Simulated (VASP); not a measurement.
Set up this calculation in VASP 6.6.1, as the native input.

* Task: single point
* Functional: PBE
* Potentials or basis: VASP PAW PBE potentials, release 64 (Ti_sv)
* Cutoff: 520 eV
* k mesh: 22 × 22 × 22
* Occupations: gaussian, width 0.15 eV
* Spin: collinear spin
* Starting moments: [0.3] μB
* Fixed moment: 0.3 μB
* Dipole correction: no
* Further INCAR settings: ALGO = Fast; EDIFF = 1e-06; NBANDS = 16

The structure of Ti lies in POSCAR:

```
Ti
1.0
   -1.7200903594      1.7200903594      1.7200903594
    1.7200903594     -1.7200903594      1.7200903594
    1.7200903594      1.7200903594     -1.7200903594
Ti
1
Direct
    0.0000000000      0.0000000000      0.0000000000
```

This isn't the form of Ti at room conditions, which is hcp.

These files were run (other wordings do the same):

INCAR

```
SYSTEM = Ti
PREC = Accurate
ENCUT = 520
EDIFF = 1E-6
ISMEAR = 0
SIGMA = 0.15
LREAL = .FALSE.
LASPH = .TRUE.
NELM = 150
ALGO = Fast
ISIF = 2
LWAVE = .FALSE.
LCHARG = .FALSE.
ISPIN = 2
MAGMOM = 0.3
LORBIT = 11
NUPDOWN = 0.3
LMAXMIX = 4
GGA = PE
NBANDS = 16
```

KPOINTS

```
Automatic mesh
0
G
  22 22 22
  0 0 0
```

Potentials or basis: VASP PAW PBE potentials, release 64 (Ti_sv).

Run with:

```bash
$ cat potpaw_PBE.64/Ti_sv/POTCAR > POTCAR
$ mpirun -np 1 vasp_std > vasp.out
```

It gave:

| Property | Result |
| --- | --- |
| Pressure | -13.0 GPa |
| Net moment | 0.30 μB per cell |
| Site moments | Ti +0.21 μB |
| Valence electrons inside the program's atomic spheres | Ti 10.11 |

Caveat: the cell stands under tension; the total moment is fixed, so each spin has its own Fermi level.

Run time: 2 min on 1 thread of Intel(R) Xeon(R) Platinum 8488C (Sapphire Rapids) (shared host), peak memory 0.26 GiB.
